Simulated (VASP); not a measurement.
# HgTe (Imm2) in VASP: a series of runs, part 2 of 2

VASP 6.6.1. Earlier steps stand in the parts before.

### 3 Single point, PBE (strain +0.0125 x Voigt [0, 0, 0, 0, 0, 1])

The input, INCAR:

```
PREC = Accurate
ENCUT = 520
EDIFF = 1E-6
ISMEAR = 0
SIGMA = 0.15
LREAL = False
LASPH = True
NELM = 100
ALGO = Normal
ISIF = 2
LWAVE = False
LCHARG = True
GGA = PE
LELF = True
LVHAR = True
NBANDS = 16
```

The input, KPOINTS:

```
Automatic mesh
0
Gamma
  14 14 14
```

The input, POSCAR:

```
HgTe
1.0
    0.0201468750      3.2235000000      3.2235000000
    3.2235000000      0.0201468750      3.2235000000
    3.2436468750      3.2436468750      0.0000000000
Hg Te
1 1
Direct
    0.0000000000      0.0000000000      0.0000000000
    0.7500000000      0.7500000000      0.7500000000
```

Potentials or basis: VASP PAW PBE potentials, release 64 (Hg, Te).

On the command line:

```console
$ cat potpaw_PBE.64/Hg/POTCAR potpaw_PBE.64/Te/POTCAR > POTCAR
$ mpirun -np 1 vasp_std > vasp.out
```

OUTCAR:

```text
PREC = Accurate
   ENCUT = 520
   EDIFF = 1E-6
   ISMEAR = 0
   LREAL = False
   LASPH = True
   NELM = 100
   ISIF = 2
   GGA = PE

 ion  position               nearest neighbor table
   1  0.000  0.000  0.000-   2 2.78   2 2.78   2 2.80   2 2.80
   2  0.750  0.750  0.750-   1 2.78   1 2.78   1 2.80   1 2.80

  LATTYP: Found a body centered orthorhombic cell.
 ALAT       =     4.5302254344
 B/A-ratio  =     1.0125786164
 C/A-ratio  =     1.4231079873

  Lattice vectors:

 A1 = (   3.2235000000,   0.0201468750,  -3.2235000000)
[... 627 lines left out ...]
      4      -4.0660      2.00000
      5      -3.7006      2.00000
      6      -3.6577      2.00000
[... 8 lines left out ...]
     15      12.3119      0.00000
     16      12.6086      0.00000

 [... further k-points ...]
[... 5 lines left out ...]
  --------------------------------------------------------------------------------------
  -------------------------------------------------------------------------------------
  Total        1.7345584      1.7345584      1.7331406     -0.2313562      0.0000000      0.0000000
  in kB       41.4861810     41.4861810     41.4522695     -5.5334455      0.0000000      0.0000000
  external PRESSURE =      41.4748771 kB  Pullay stress =       0.0000000 kB

 VOLUME and BASIS-vectors are now :
 -----------------------------------------------------------------------------
  energy-cutoff  :      520.00
  volume of cell :       66.99
      direct lattice vectors                 reciprocal lattice vectors
     0.020146875  3.223500000  3.223500000    -0.156086445  0.156086445  0.155110904
     3.223500000  0.020146875  3.223500000     0.156086445 -0.156086445  0.155110904
     3.243646875  3.243646875  0.000000000     0.154147483  0.154147483 -0.155110904

 POSITION                                       TOTAL-FORCE (eV/Angst)
 -----------------------------------------------------------------------------------
      0.00000      0.00000      0.00000         0.000000      0.000000     -0.085070
      4.86547      4.86547      4.83525         0.000000      0.000000      0.085070
 -----------------------------------------------------------------------------------
    total drift:                                0.000000      0.000000      0.000245

  FREE ENERGIE OF THE ION-ELECTRON SYSTEM (eV)
  ---------------------------------------------------
  free  energy   TOTEN  =        -3.5712067451 eV

  energy  without entropy=       -3.5710031081  energy(sigma->0) =       -3.57110493
```

Run time: 2.3 min. Hardware: 1 thread of Intel Xeon 6975P-C (Granite Rapids), shared host; peak memory 0.58 GiB.

What came out:

```yaml
Free_energy: -3.5712 eV
Pressure: 4.1 GPa
Largest_force: 0.085 eV/Å
```

Forces in eV/Å, atoms in the order of the input:
```
Hg   0.000  0.000 -0.085
Te   0.000  0.000  0.085
```

Caveat: the cell differs from its parent crystal (strain +0.0125 x Voigt [0, 0, 0, 0, 0, 1]); the cell stands under pressure; spin-orbit coupling is left out, which moves the levels of the heavy elements.

### 4 Single point, PBE (strain +0.0075 x Voigt [0, 0, 0, 0, 0, 1])

The input, INCAR:

```
PREC = Accurate
ENCUT = 520
EDIFF = 1E-7
ISMEAR = 0
SIGMA = 0.15
LREAL = F
LASPH = T
NELM = 80
ALGO = Normal
ISIF = 2
LWAVE = F
LCHARG = F
GGA = PE
NBANDS = 16
```

KPOINTS is that of step 3.

The input, POSCAR:

```
HgTe
1.0
    0.0120881250      3.2235000000      3.2235000000
    3.2235000000      0.0120881250      3.2235000000
    3.2355881250      3.2355881250      0.0000000000
Hg Te
1 1
Direct
    0.0000000000      0.0000000000      0.0000000000
    0.7500000000      0.7500000000      0.7500000000
```

On the command line:

```console
$ cat potpaw_PBE.64/Hg/POTCAR potpaw_PBE.64/Te/POTCAR > POTCAR
$ mpirun -np 1 vasp_std > vasp.out
```

It took 2.7 min on 1 thread of Intel Xeon 6975P-C (Granite Rapids), shared host; peak memory 0.58 GiB.

It converged, with:

```
Free energy   : -3.5722 eV
Pressure      : 4.1 GPa
Largest force : 0.051 eV/Å
```

Forces in eV/Å, atoms in the order of the input:
```
Hg   0.000  0.000 -0.051
Te   0.000  0.000  0.051
```

Stress tensor (GPa, compression positive):
```
 4.15 -0.33  0.00
-0.33  4.15  0.00
 0.00  0.00  4.15
```

Levels at points of the mesh, in eV from the Fermi level:
```
           k point  band 5  band 6  band 7  band 8  band 9  band 10  band 11  band 12  band 13  band 14
(0.00, 0.00, 0.00)   -7.00   -7.00   -0.84   -0.15   -0.14    -0.12     4.04     4.08     4.12     6.34
(0.50, 0.00, 0.00)   -6.98   -6.69   -5.68   -1.16   -1.15     0.55     4.86     4.90     6.73     7.80
(0.50, 0.50, 0.00)   -6.93   -6.53   -5.62   -2.48   -2.41     1.76     2.34     8.11     8.75     8.76
(0.00, 0.00, 0.50)   -6.98   -6.69   -5.68   -1.13   -1.12     0.59     4.88     4.92     6.73     7.77
(0.50, 0.00, 0.50)   -6.93   -6.53   -5.62   -2.44   -2.44     1.76     2.33     8.11     8.76     8.76
```

Caveat: the cell differs from its parent crystal (strain +0.0075 x Voigt [0, 0, 0, 0, 0, 1]); the cell stands under pressure; spin-orbit coupling is left out, which moves the levels of the heavy elements.

### 5 Single point, PBE (strain +0.0025 x Voigt [0, 0, 0, 0, 0, 1])

The input, INCAR:

```
PREC     = Accurate       # precision mode
ENCUT    = 520            # plane-wave cutoff, eV
EDIFF    = 1E-7           # SCF threshold, eV
ISMEAR   = 0              # smearing method
SIGMA    = 0.15           # smearing width, eV
LREAL    = F              # projectors in reciprocal space
LASPH    = T              # aspherical terms in the spheres
NELM     = 100            # most SCF steps
ALGO     = Normal         # electronic algorithm
ISIF     = 2              # what is computed and relaxed
LWAVE    = F              # write WAVECAR
LCHARG   = F              # write CHGCAR
GGA      = PE             # functional
NBANDS   = 16             # bands
```

The input, KPOINTS:

```
regular mesh
0
Gamma
  14 14 14
```

The input, POSCAR:

```
HgTe
1.0
    0.0040293750      3.2235000000      3.2235000000
    3.2235000000      0.0040293750      3.2235000000
    3.2275293750      3.2275293750      0.0000000000
Hg Te
1 1
Direct
    0.0000000000      0.0000000000      0.0000000000
    0.7500000000      0.7500000000      0.7500000000
```

On the command line:

```console
$ cat potpaw_PBE.64/Hg/POTCAR potpaw_PBE.64/Te/POTCAR > POTCAR
$ mpirun -np 1 vasp_std > vasp.out
```

It took 2.6 min on 1 thread of Intel Xeon 6975P-C (Granite Rapids), shared host; peak memory 0.58 GiB.

It converged, with:

| Quantity | Value |
| --- | --- |
| Free energy | -3.5727 eV |
| Pressure | 4.1 GPa |
| Largest force | 0.017 eV/Å |

Forces on the atoms (eV/Å):
```
Hg   0.000  0.000 -0.017
Te   0.000  0.000  0.017
```

Stress tensor (GPa, compression positive):
```
 4.14 -0.11  0.00
-0.11  4.14  0.00
 0.00  0.00  4.14
```

Levels at points of the mesh, in eV from the Fermi level:
```
           k point  band 5  band 6  band 7  band 8  band 9  band 10  band 11  band 12  band 13  band 14
(0.00, 0.00, 0.00)   -7.00   -7.00   -0.84   -0.14   -0.14    -0.13     4.07     4.08     4.09     6.34
(0.50, 0.00, 0.00)   -6.98   -6.69   -5.68   -1.14   -1.14     0.56     4.88     4.89     6.73     7.79
(0.50, 0.50, 0.00)   -6.93   -6.53   -5.62   -2.45   -2.43     1.76     2.33     8.11     8.76     8.76
(0.00, 0.00, 0.50)   -6.98   -6.69   -5.68   -1.13   -1.13     0.58     4.89     4.90     6.73     7.78
(0.50, 0.00, 0.50)   -6.93   -6.53   -5.62   -2.44   -2.44     1.76     2.33     8.11     8.76     8.76
```

Caveat: the cell differs from its parent crystal (strain +0.0025 x Voigt [0, 0, 0, 0, 0, 1]); the cell stands under pressure; spin-orbit coupling is left out, which moves the levels of the heavy elements.

### 6 The runs side by side

```tsv
cell	pressure (GPa)	largest force (eV/Å)
a = 4.559, b = 4.559, c = 4.599 Å, angles 59.7, 59.7, 59.4°, 2 atoms	4.2	0.12
a = 4.559, b = 4.559, c = 4.587 Å, angles 59.8, 59.8, 59.6°, 2 atoms	4.1	0.09
a = 4.559, b = 4.559, c = 4.576 Å, angles 59.9, 59.9, 59.8°, 2 atoms	4.1	0.05
a = 4.559, b = 4.559, c = 4.564 Å, angles 60.0°, 2 atoms	4.1	0.02
```

Alike in all rows: task single point; level PBE; potentials or basis VASP PAW PBE potentials, release 64 (Hg, Te); no spin polarisation; k mesh 14 × 14 × 14; cutoff (eV) 520; smearing gaussian 0.15 eV.

Caveats: the cell stands under pressure; spin-orbit coupling is left out, which moves the levels of the heavy elements.

Absolute energies hang on the potentials; compare differences alone.
